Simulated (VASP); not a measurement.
A run of VASP 6.6.1 is set up as follows.

File INCAR:

```
ALGO     = Normal         # electronic algorithm
EDIFF    = 1E-6           # SCF threshold, eV
ENCUT    = 520            # plane-wave cutoff, eV
GGA      = CA             # functional
ISIF     = 2              # what is computed and relaxed
ISMEAR   = -1             # smearing method
LASPH    = True           # aspherical terms in the spheres
LCHARG   = True           # write CHGCAR
LELF     = True           # ELF
LREAL    = False          # projectors in reciprocal space
LVHAR    = True         
LWAVE    = False          # write WAVECAR
NBANDS   = 17             # bands
NELM     = 60             # most SCF steps
PREC     = Accurate       # precision mode
SIGMA    = 0.05           # smearing width, eV
```

File KPOINTS:

```
k-points
0
Gamma
  14 14 14
```

File POSCAR:

```
SnSe
1.0
    0.0000000000      2.8883460336      2.8883460336
    2.8883460336      0.0000000000      2.8883460336
    2.8883460336      2.8883460336      0.0000000000
Sn Se
1 1
Direct
    0.0000000000      0.0000000000      0.0000000000
    0.5000000000      0.5000000000      0.5000000000
```

Potentials or basis: VASP PAW LDA potentials, release 64 (Sn_d, Se).

Command:

```console
$ cat potpaw_LDA.64/Sn_d/POTCAR potpaw_LDA.64/Se/POTCAR > POTCAR
$ mpirun -np 1 vasp_std > vasp.out
```

(1) What does it give for the pressure?

(2) Estimate the band gap on the k mesh.

Results:

(1) 4.3 GPa.

(2) 0.11 eV, direct.

Caveat: spin-orbit coupling is left out, which moves the levels of the heavy elements.
